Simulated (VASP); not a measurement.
A run of VASP 6.6.1 is set up as follows.

INCAR

```
PREC = Accurate
ENCUT = 520
EDIFF = 1E-6
ISMEAR = 0
SIGMA = 0.15
LREAL = False
LASPH = True
NELM = 60
ALGO = Normal
ISIF = 2
LWAVE = False
LCHARG = False
GGA = PE
NBANDS = 11
```

Contents of KPOINTS:

```
regular mesh
0
Gamma
  22 22 22
```

File POSCAR:

```
Pt
1.0
   -1.5208512000      1.5208512000      1.5842200000
    1.5208512000     -1.5208512000      1.5842200000
    1.5208512000      1.5208512000     -1.5842200000
Pt
1
Direct
    0.0000000000      0.0000000000      0.0000000000
```

Potentials or basis: VASP PAW PBE potentials, release 64 (Pt).

Command:

```bash
$ cat potpaw_PBE.64/Pt/POTCAR > POTCAR
$ mpirun -np 1 vasp_std > vasp.out
```

Problem. What does it give for the band gap on the k mesh?

Solution. Zero (band 5 reaches 12.81 eV, above the bottom of band 6 at 10.30 eV).

Problem. Estimate the pressure.

Solution. 22.0 GPa.

Stress tensor (GPa, compression positive):
```
20.54  0.00  0.00
 0.00 20.54  0.00
 0.00  0.00 24.87
```

Caveat: the cell differs from its parent crystal (strain -0.040 along x and y, +0.000 along z); spin-orbit coupling is left out, which moves the levels of the heavy elements.
